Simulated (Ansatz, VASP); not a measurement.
Rb in VASP and in Ansatz

INCAR

```
SYSTEM = Rb
PREC     = Accurate       ! precision mode
ENCUT    = 520            ! plane-wave cutoff, eV
EDIFF    = 1E-7           ! SCF threshold, eV
ISMEAR   = -1             ! smearing method
SIGMA    = 0.1            ! smearing width, eV
LREAL    = .FALSE.        ! projectors in reciprocal space
LASPH    = .TRUE.         ! aspherical terms in the spheres
NELM     = 80             ! most SCF steps
ALGO     = Normal         ! electronic algorithm
ISIF     = 2              ! what is computed and relaxed
LWAVE    = .FALSE.        ! write WAVECAR
LCHARG   = .FALSE.        ! write CHGCAR
NBANDS   = 10             ! bands
```

Contents of KPOINTS:

```
Automatic mesh
0
G
  8 8 8
  0 0 0
```

The input POSCAR:

```
Rb
1.0
   -2.6859640533      2.6859640533      2.6859640533
    2.6859640533     -2.6859640533      2.6859640533
    2.6859640533      2.6859640533     -2.6859640533
Rb
1
Direct
    0.0000000000      0.0000000000      0.0000000000
```

Input for Ansatz:

```yaml
crystal:
  lattice:
    - [-2.6859640533, 2.6859640533, 2.6859640533]
    - [2.6859640533, -2.6859640533, 2.6859640533]
    - [2.6859640533, 2.6859640533, -2.6859640533]
  atoms:
    - { symbol: Rb, position: [0.0, 0.0, 0.0] }
hamiltonian:
  xc: lda
  pseudopotentials:
    kind: paw
    azcp:
      Rb: "pseudopotentials/Rb.paw.azcp"
basis:
  ecutwfc: 800
  fft_grid_basis: typed
kpoints:
  mp_grid: { grid: [8, 8, 8], shift: [0, 0, 0] }
magnetization:
  spin_polarized: false
scf:
  occupations: { method: fermi_dirac, width: 0.1 }
  lower_state_search: "off"
output:
  stress: true
```

Alike in both runs: task single point; functional LDA; k mesh 8 × 8 × 8; occupations fermi-dirac, width 0.1 eV; no spin polarisation.

|  | VASP | Ansatz |
| --- | --- | --- |
| version | VASP 6.6.1 | Ansatz 0.2.0 |
| potentials or method | VASP PAW LDA potentials, release 64 (Rb_sv), cutoff 520 eV | plane waves (800 eV) with PAW, scalar-relativistic |
| valence electrons in the cell | 9 | 9 |

|  | VASP | Ansatz | Ansatz less VASP |
| --- | --- | --- | --- |
| pressure (GPa) | 0.0 | 0.0 | 0.00 |

Ansatz warns that its potentials were made for another functional, while VASP's fit it. LDA's correlation is that of Perdew and Zunger in VASP and of Perdew and Wang (1992) in Ansatz.
